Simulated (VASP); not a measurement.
Input of a VASP 6.6.1 run:

Contents of INCAR:

```
SYSTEM = BN
  PREC = Accurate
  ENCUT = 520
  EDIFF = 1E-6
  ISMEAR = 0
  SIGMA = 0.1
  LREAL = .FALSE.
  LASPH = .TRUE.
  NELM = 60
  ALGO = Normal
  ISIF = 2
  LWAVE = .FALSE.
  LCHARG = .FALSE.
  GGA = PE
  NBANDS = 26
```

File KPOINTS:

```
Automatic mesh
0
G
  6 4 4
  0 0 0
```

Contents of POSCAR:

```
BN
1.0
    2.6215637300      0.0000000000      0.0000000000
    0.0000000000      2.5014234500      3.6000020700
    0.0000000000     -2.5014234500      3.6000020700
B N
4 4
Direct
    0.9891661000      0.4828117700      0.9828117700
    0.0108339000      0.9828117700      0.4828117700
    0.5000000000      0.0511756600      0.0511756600
    0.5000000000      0.5511756600      0.5511756600
    0.0000000000      0.0908320400      0.0908320400
    0.0000000000      0.5908320400      0.5908320400
    0.4294384800      0.6251805400      0.1251805400
    0.5705615200      0.1251805400      0.6251805400
```

Potentials or basis: VASP PAW PBE potentials, release 64 (B, N).

The run is started by

```console
$ cat potpaw_PBE.64/B/POTCAR potpaw_PBE.64/N/POTCAR > POTCAR
$ mpirun -np 1 vasp_std > vasp.out
```

(1) What does it give for the band gap on the k mesh?

(2) What does it give for the pressure?

(3) What does it give for the largest force?

## Answers

(1) zero (band 16 reaches 9.74 eV, above the bottom of band 17 at 8.60 eV).

(2) 34.6 GPa.

(3) 12.319 eV/Å.

Caveat: the k points lie up to 0.40 Å⁻¹ apart; forces of over 1 eV/Å act on the atoms, so gaps and moduli don't describe the material at rest.
